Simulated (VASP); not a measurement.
# KPt (P-6m2) in VASP: a series of runs

Runs on KPt. Level: PBE. Tasks: single point, relaxation of cell and atoms.

Everything below comes from runs of VASP 6.6.1. Logs are shortened: lines on timing, memory, paths and dates and some standing lists are left out, and cuts for length are marked.

## 1. The cell of the first run

It takes space group P-6m2 (No. 187, hexagonal). The conventional cell has a = 2.961 Å, b = 2.961 Å, c = 5.336 Å, α = 90.00°, β = 90.00°, γ = 120.00°. K (site symmetry -6m2) has 6 K at 2.96 Å and 6 Pt at 3.17 Å within 3.9 Å. Within 3.9 Å of Pt (site symmetry -6m2) lie 6 Pt at 2.96 Å and 6 K at 3.17 Å.

## 2. Single point, PBE

INCAR

```
SYSTEM = KPt
PREC = Accurate
ENCUT = 520
EDIFF = 1E-6
ISMEAR = -1
SIGMA = 0.1
LREAL = .FALSE.
LASPH = .TRUE.
NELM = 80
ALGO = Normal
ISIF = 2
LWAVE = .FALSE.
LCHARG = .FALSE.
GGA = PE
NBANDS = 16
```

KPOINTS

```
regular mesh
0
G
  9 9 5
  0 0 0
```

POSCAR

```
KPt
1.0
    2.9607759558      0.0000002848      0.0000000000
   -1.4803882246      2.5641070502      0.0000000000
    0.0000000000      0.0000000000      5.3363260281
K Pt
1 1
Direct
    0.3333333333      0.6666666667      0.5000000000
    0.0000000000      0.0000000000      0.0000000000
```

Potentials or basis: VASP PAW PBE potentials, release 64 (K_sv, Pt).

Run with:

```console
$ cat potpaw_PBE.64/K_sv/POTCAR potpaw_PBE.64/Pt/POTCAR > POTCAR
$ mpirun -np 1 vasp_std > vasp.out
```

OUTCAR:

```text
SYSTEM = KPt
   PREC = Accurate
   ENCUT = 520
   EDIFF = 1E-6
   ISMEAR = -1
   LREAL = .FALSE.
   LASPH = .TRUE.
   NELM = 80
   ISIF = 2
   GGA = PE

 ion  position               nearest neighbor table
   1  0.333  0.667  0.500-   2 3.17   2 3.17   2 3.17   2 3.17   2 3.17   2 3.17
   2  0.000  0.000  0.000-   1 3.17   1 3.17   1 3.17   1 3.17   1 3.17   1 3.17

  LATTYP: Found a hexagonal cell.
 ALAT       =     2.9607759558
 C/A-ratio  =     1.8023403688

  Lattice vectors:

 A1 = (   2.9607759558,   0.0000002848,   0.0000000000)
 A2 = (  -1.4803882246,   2.5641070502,   0.0000000000)
 A3 = (   0.0000000000,   0.0000000000,   5.3363260281)

Analysis of symmetry for initial positions (statically):
=====================================================================
 Subroutine PRICEL returns:
 Original cell was already a primitive cell.

 Routine SETGRP: Setting up the symmetry group for a
 hexagonal supercell.

 Subroutine GETGRP returns: Found 12 space group operations
 (whereof 12 operations were pure point group operations)
 out of a pool of 24 trial point group operations.

The static configuration has the point symmetry D_3h.

Analysis of symmetry for dynamics (positions and initial velocities):
=====================================================================
 Subroutine PRICEL returns:
 Original cell was already a primitive cell.

 Routine SETGRP: Setting up the symmetry group for a
 hexagonal supercell.

 Subroutine GETGRP returns: Found 12 space group operations
 (whereof 12 operations were pure point group operations)
 out of a pool of 24 trial point group operations.

The dynamic configuration has the point symmetry D_3h.

 Subroutine INISYM returns: Found 12 space group operations
 (whereof 12 operations are pure point group operations),
 and found     1 'primitive' translations

----------------------------------------------------------------------------------------

                                     Primitive cell

  volume of cell :      40.5120

  direct lattice vectors                    reciprocal lattice vectors
     2.960775956  0.000000285  0.000000000     0.337749279  0.194999680  0.000000000
    -1.480388225  2.564107050  0.000000000    -0.000000038  0.389999296  0.000000000
     0.000000000  0.000000000  5.336326028     0.000000000  0.000000000  0.187394847

  length of vectors
     2.960775956  2.960775956  5.336326028     0.389999296  0.389999296  0.187394847

  position of ions in fractional coordinates (direct lattice)
     0.333333333  0.666666667  0.500000000
     0.000000000  0.000000000  0.000000000

  ion indices of the primitive-cell ions
   primitive index   ion index
                 1           1
                 2           2

----------------------------------------------------------------------------------------

 KPOINTS: regular mesh

Automatic generation of k-mesh.
 Grid dimensions read from file:
 generate k-points for:    9    9    5

 Generating k-lattice:

  Cartesian coordinates                     Fractional coordinates (reciprocal lattice)
     0.037527698  0.021666631  0.000000000     0.111111111  0.000000000  0.000000000
    -0.000000004  0.043333255  0.000000000     0.000000000  0.111111111  0.000000000
     0.000000000  0.000000000  0.037478969     0.000000000  0.000000000  0.200000000

  Length of vectors
     0.043333255  0.043333255  0.037478969

  Shift w.r.t. Gamma in fractional coordinates (k-lattice)
     0.000000000  0.000000000  0.000000000

 Subroutine IBZKPT returns following result:
 ===========================================

 Found     36 irreducible k-points:

 Following reciprocal coordinates:
            Coordinates               Weight
  0.000000  0.000000  0.000000      1.000000
  0.111111 -0.000000  0.000000      6.000000
  0.222222 -0.000000  0.000000      6.000000
  0.333333 -0.000000  0.000000      6.000000
  0.444444 -0.000000  0.000000      6.000000
  0.111111  0.111111  0.000000      6.000000
[... 16 lines left out ...]
  0.333333  0.222222  0.200000     24.000000
  0.333333  0.333333  0.200000      4.000000
 [... further k-points ...]
   k-points           NKPTS =     36   k-points in BZ     NKDIM =     36   number of bands    NBANDS=     16
   number of dos      NEDOS =    301   number of ions     NIONS =      2
   total plane-waves  NPLWV =  23040
   dimension x,y,z NGX =    24 NGY =   24 NGZ =   40
   dimension x,y,z NGXF=    48 NGYF=   48 NGZF=   80
   ions per type =               1   1
   NGX,Y,Z   is equivalent  to a cutoff of  13.48, 13.48, 12.46 a.u.
   NGXF,Y,Z  is equivalent  to a cutoff of  26.95, 26.95, 24.92 a.u.
 SYSTEM =  KPt
   PREC   = accura    normal or accurate (medium, high low for compatibility)
   ISTART =      0    job   : 0-new  1-cont  2-samecut
   ICHARG =      2    charge: 1-file 2-atom 10-const
   ISPIN  =      1    spin polarized calculation?
   LNONCOLLINEAR =      F non collinear calculations
   LSORBIT =      F    spin-orbit coupling
   LASPH  =      T    aspherical Exc in radial PAW
   ENCUT  =  520.0 eV  38.22 Ry    6.18 a.u.   5.51  5.51  9.92*2*pi/ulx,y,z
   NELM   =     80;   NELMIN=  2; NELMDL= -5     # of ELM steps
   EDIFF  = 0.1E-05   stopping-criterion for ELM
   LREAL  =      F    real-space projection
   EDIFFG = 0.1E-04   stopping-criterion for IOM
   NSW    =      0    number of steps for IOM
   IBRION =     -1    ionic relax: 0-MD 1-quasi-New 2-CG
   NFREE  =      0    steps in history (QN), initial steepest desc. (CG)
   ISIF   =      2    stress and relaxation
   ISYM   =      2    0-nonsym 1-usesym 2-fastsym
   POTIM  = 0.5000    time-step for ionic-motion
   TEBEG  =    0.0;   TEEND  =   0.0 temperature during run
   PSTRESS=    0.0 pullay stress
   NELECT =      19.0000    total number of electrons
   NUPDOWN=      -1.0000    fix difference up-down
   EMIN   =  10.00;   EMAX   =-10.00  energy-range for DOS
   EFERMI =   0.00;   METHOD = LEGACY
   ISMEAR =    -1;   SIGMA  =   0.10  broadening in eV -4-tet -1-fermi 0-gaus
   EFERMI_NEDOS =   21; number of points for ismear=-14 and -15
   IALGO  =     38    algorithm
   IMIX   =      4    mixing-type and parameters
     AMIX     =   0.40;   BMIX     =  1.00
     AMIX_MAG =   1.60;   BMIX_MAG =  1.00
  volume/ion in A,a.u.               =      20.26       136.69
  Fermi-wavevector in a.u.,A,eV,Ry     =   1.271934  2.403607 22.011734  1.617817
  Thomas-Fermi vector in A             =   2.404840
   LORBIT       =      0    0 simple, 1 ext, 2 COOP (PROOUT), +10 PAW based schemes
   GGA     = PE    functional components
[... 5 lines left out ...]
 non-spin polarized calculation
  energy-cutoff  :      520.00
  volume of cell :       40.51
 maximum number of plane-waves:      1123
 NGX is ok and might be reduce to    24
   NGX = 11   NGY = 11   NGZ = 19

 number of electron      18.9999999 magnetization

 Free energy of the ion-electron system (eV)
  ---------------------------------------------------
  ext. energy  EPLUGINS =         0.00000000
  ---------------------------------------------------
  free energy    TOTEN  =        -6.59600667 eV

  energy without entropy =       -6.57515588  energy(sigma->0) =       -6.58558128

 E-fermi :   5.8630     XC(G=0): -10.7657

 val. band max:        5.7956654215   @ k =   0.4444  -0.0000   0.0000
 cond. band min:       6.0880617140   @ k =   0.4444  -0.0000   0.4000
 fundamental gap:      0.2923962925
 Fermi energy:         5.8630467244

 k-point     1 :       0.0000    0.0000    0.0000
  band No.  band energies     occupation
      1     -26.6776      2.00000
      2      -9.9255      2.00000
      3      -8.9148      2.00000
      4      -8.9148      2.00000
      5      -0.8558      2.00000
      6       2.3500      2.00000
[... 8 lines left out ...]
     15      14.9555      0.00000
     16      14.9555      0.00000

 k-point     2 :       0.1111   -0.0000    0.0000
  band No.  band energies     occupation
      1     -26.6182      2.00000
      2      -9.8670      2.00000
      3      -9.2372      2.00000
      4      -8.9790      2.00000
      5      -0.4599      2.00000
      6       2.5191      2.00000
[... 8 lines left out ...]
     15      14.7109      0.00000
     16      14.8258      0.00000

 k-point     3 :       0.2222   -0.0000    0.0000
  band No.  band energies     occupation
      1     -26.4633      2.00000
      2      -9.9943      2.00000
      3      -9.7144      2.00000
      4      -9.1370      2.00000
      5       0.5567      2.00000
      6       2.7386      2.00000
[... 8 lines left out ...]
     15      14.5210      0.00000
     16      14.6657      0.00000

 k-point     4 :       0.3333   -0.0000    0.0000
  band No.  band energies     occupation
      1     -26.2787      2.00000
      2     -10.7806      2.00000
      3      -9.5329      2.00000
      4      -9.3096      2.00000
      5       1.2505      2.00000
      6       2.8053      2.00000
[... 8 lines left out ...]
     15      14.8283      0.00000
     16      14.8856      0.00000

 k-point     5 :       0.4444   -0.0000    0.0000
  band No.  band energies     occupation
      1     -26.1528      2.00000
      2     -11.2632      2.00000
      3      -9.4186      2.00000
      4      -9.4094      2.00000
      5       1.2132      2.00000
      6       2.4206      2.00000
[... 8 lines left out ...]
     15      15.1827      0.00000
     16      15.7622      0.00000

 k-point     6 :       0.1111    0.1111    0.0000
  band No.  band energies     occupation
      1     -26.5109      2.00000
      2      -9.7613      2.00000
      3      -9.7430      2.00000
      4      -9.1237      2.00000
      5       0.2749      2.00000
      6       2.7897      2.00000
[... 8 lines left out ...]
     15      14.3348      0.00000
     16      14.8258      0.00000
[... 267 lines left out ...]
 k-point    21 :       0.4444    0.1111    0.2000
  band No.  band energies     occupation
      1     -26.1195      2.00000
      2     -11.2390      2.00000
      3      -9.6442      2.00000
      4      -9.3742      2.00000
      5       1.4726      2.00000
      6       2.3734      2.00000
[... 8 lines left out ...]
     15      14.2626      0.00000
     16      14.7706      0.00000

 k-point    22 :       0.2222    0.2222    0.2000
  band No.  band energies     occupation
      1     -26.1956      2.00000
      2     -10.8026      2.00000
      3      -9.7671      2.00000
      4      -9.4535      2.00000
      5       2.4364      2.00000
      6       2.5714      2.00000
[... 8 lines left out ...]
     15      14.1879      0.00000
     16      14.3404      0.00000

 k-point    23 :       0.3333    0.2222    0.2000
  band No.  band energies     occupation
      1     -26.0985      2.00000
      2     -10.9776      2.00000
      3     -10.0891      2.00000
      4      -9.3526      2.00000
      5       2.2484      2.00000
      6       2.6419      2.00000
[... 8 lines left out ...]
     15      13.1641      0.00000
     16      14.5488      0.00000

 k-point    24 :       0.3333    0.3333    0.2000
  band No.  band energies     occupation
      1     -26.0647      2.00000
      2     -10.6462      2.00000
      3     -10.6196      2.00000
      4      -9.3176      2.00000
      5       2.8293      2.00000
      6       2.9818      2.00000
[... 8 lines left out ...]
     15      12.6080      0.00000
     16      13.7747      0.00000

 [... further k-points ...]
[... 5 lines left out ...]
  --------------------------------------------------------------------------------------
  -------------------------------------------------------------------------------------
  Total        0.5523659      0.5523659      0.5552089     -0.0000000     -0.0000000      0.0000000
  in kB       21.8450659     21.8450659     21.9575010     -0.0000000     -0.0000000      0.0000000
  external PRESSURE =      21.8825443 kB  Pullay stress =       0.0000000 kB

 VOLUME and BASIS-vectors are now :
 -----------------------------------------------------------------------------
  energy-cutoff  :      520.00
  volume of cell :       40.51
      direct lattice vectors                 reciprocal lattice vectors
     2.960775956  0.000000285  0.000000000     0.337749279  0.194999680  0.000000000
    -1.480388225  2.564107050  0.000000000    -0.000000038  0.389999296  0.000000000
     0.000000000  0.000000000  5.336326028     0.000000000  0.000000000  0.187394847

 POSITION                                       TOTAL-FORCE (eV/Angst)
 -----------------------------------------------------------------------------------
     -0.00000      1.70940      2.66816        -0.000000      0.000000      0.000000
      0.00000      0.00000      0.00000         0.000000      0.000000      0.000000
 -----------------------------------------------------------------------------------
    total drift:                                0.000000     -0.000000     -0.000000

  FREE ENERGIE OF THE ION-ELECTRON SYSTEM (eV)
  ---------------------------------------------------
  free  energy   TOTEN  =        -6.5960066681 eV

  energy  without entropy=       -6.5751558828  energy(sigma->0) =       -6.58558128
```

Run time: 18 s. Hardware: 1 thread of Intel Xeon 6975P-C, shared host; peak memory 0.17 GiB.

Results:

```
Free energy : -6.5960 eV
Pressure    : 2.2 GPa
```

Caveat: spin-orbit coupling is left out, which moves the levels of the heavy elements.

## 3. Relaxation of cell and atoms, PBE, target pressure 2 GPa, at which the enthalpy is minimised

This run uses another cell than the first one, of 20.84 Å³/atom, 1.029 times its volume.

INCAR

```
ALGO = Normal
EDIFF = 1E-6
EDIFFG = -0.03
ENCUT = 600
GGA = PE
IBRION = 2
ISIF = 3
ISMEAR = -1
LASPH = T
LCHARG = F
LREAL = F
LWAVE = F
NELM = 100
NSW = 80
PREC = Accurate
PSTRESS = 20.0
SIGMA = 0.1
```

KPOINTS

```
k-points
0
Gamma
  9 9 5
```

POSCAR

```
KPt
1.0
    3.0008470000      0.0000000000      0.0000000000
   -1.5004240000      2.5988100000      0.0000000000
    0.0000000000      0.0000000000      5.3455780000
K Pt
1 1
Direct
    0.3333333333      0.6666666667      0.5000000000
    0.0000000000      0.0000000000      0.0000000000
```

Potentials or basis: VASP PAW PBE potentials, release 64 (K_sv, Pt).

Run with:

```console
$ cat potpaw_PBE.64/K_sv/POTCAR potpaw_PBE.64/Pt/POTCAR > POTCAR
$ mpirun -np 1 vasp_std > vasp.out
```

It took 44 s on 1 thread of Intel Xeon 6975P-C, shared host; peak memory 0.2 GiB.

It converged, with:

```yaml
Free_energy: -6.5978 eV
Relaxed_volume: 20.33 Å³/atom
Relaxed_cell: a = 2.965 Å, b = 2.965 Å, c = 5.340 Å, α = 90.00°, β = 90.00°, γ = 120.00°
Space_group_after_relaxing_to_0.05_Å: P-6m2 (No. 187)
Energy_change_on_relaxing_the_enthalpy_is_what_falls: +3.4 meV/atom
Ionic_steps: 4
Pressure_after_relaxing: 2.0 GPa
```

The path:
```tsv
step	energy change (eV)	largest force (eV/Å)	pressure (GPa)	volume (Å³)
1	0.0000	0.0000	0.51	41.69
2	0.0088	0.0000	2.27	40.53
3	0.0076	0.0000	2.12	40.62
4	0.0069	0.0000	2.03	40.65
```

Final structure:
```
K Pt
1.0
     2.96492    0.00000    0.00000
    -1.48246    2.56769    0.00000
     0.00000    0.00000    5.34002
K Pt
1 1
Direct
  0.33333 0.66667 0.50000
  0.00000 0.00000 0.00000
```

Levels at points of the mesh, in eV from the Fermi level:
```tsv
k point	band 6	band 7	band 8	band 9	band 10	band 11	band 12	band 13
(0.00, 0.00, 0.00)	-3.50	-2.53	-2.53	-1.08	-1.08	1.51	1.86	5.58
```

Caveat: the cell is relaxed towards a set pressure, so the enthalpy falls and the energy may rise; spin-orbit coupling is left out, which moves the levels of the heavy elements.
